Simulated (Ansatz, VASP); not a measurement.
ZnSe3 in VASP and in Ansatz

```
Zn Se
1.0
     4.56919    0.00000    0.00000
     0.00000    4.56919    0.00000
     0.00000    0.00000    4.56919
Zn Se
1 3
Cartesian
  0.0000 0.0000 0.0000
  2.2846 0.0000 2.2846
  0.0000 2.2846 2.2846
  2.2846 2.2846 0.0000
```

Change from the starting cell: species swapped into the PrSn3 type (Pm-3m, No. 221).

Alike in both runs: task relaxation of cell and atoms; functional PBE; k mesh 4 × 4 × 4; occupations gaussian, width 0.1 eV; no spin polarisation.

|  | VASP | Ansatz |
| --- | --- | --- |
| version | VASP 6.6.1 | Ansatz 0.2.0 |
| potentials or method | VASP PAW PBE potentials, release 64 (Zn, Se), cutoff 500 eV | scalar-relativistic, plane waves, PAW |
| valence electrons in the cell | 30 | 60 |

```csv
,VASP,Ansatz,Ansatz less VASP
"gap on the k mesh at the Fermi level, each at its own relaxed structure (eV)",none,none,-
relaxed volume (Å³/atom),20.28,20.17,-0.110
relaxed length of the cell vector where the two differ most in proportion (Å),4.329,4.321,-0.0079
```

A gap of «none» marks a metal or a gap that the smearing closes. VASP's potentials hold 30 valence electrons a cell and Ansatz's 60, so a difference there can come from the potentials and not from the codes.
